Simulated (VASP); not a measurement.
Zr, 27 atoms in the cell. The cell holds a slab with vacuum, 27 atoms: a = 9.690 Å, b = 9.690 Å, c = 17.145 Å, α = 90.00°, β = 90.00°, γ = 60.00°. 

* Program: VASP 6.6.1
* Task: single point
* Functional: PBE
* Potentials or basis: VASP PAW PBE potentials, release 64 (Zr_sv)
* Cutoff: 520 eV
* k mesh: 2 × 2 × 1
* Occupations: fermi-dirac, width 0.15 eV
* Spin: no spin polarisation
* Dipole correction: no
* Further INCAR settings: LREAL = Auto; ALGO = Normal; EDIFF = 1e-06; NBANDS = 181

Potentials or basis: VASP PAW PBE potentials, release 64 (Zr_sv).

Run with:

```bash
$ cat potpaw_PBE.64/Zr_sv/POTCAR > POTCAR
$ mpirun -np 1 vasp_std > vasp.out
```

Hardware: 1 thread of Intel(R) Xeon(R) Platinum 8259CL CPU @ 2.50GHz (Skylake/Cascade Lake), on a shared host.

**Question.** Estimate the wall time of this run.

**Answer.** It took 65 min on 1 thread of Intel(R) Xeon(R) Platinum 8259CL CPU @ 2.50GHz (Skylake/Cascade Lake), with other jobs on the host, peak memory 1.4 GiB. Counts: scf iterations 58, k points 2.
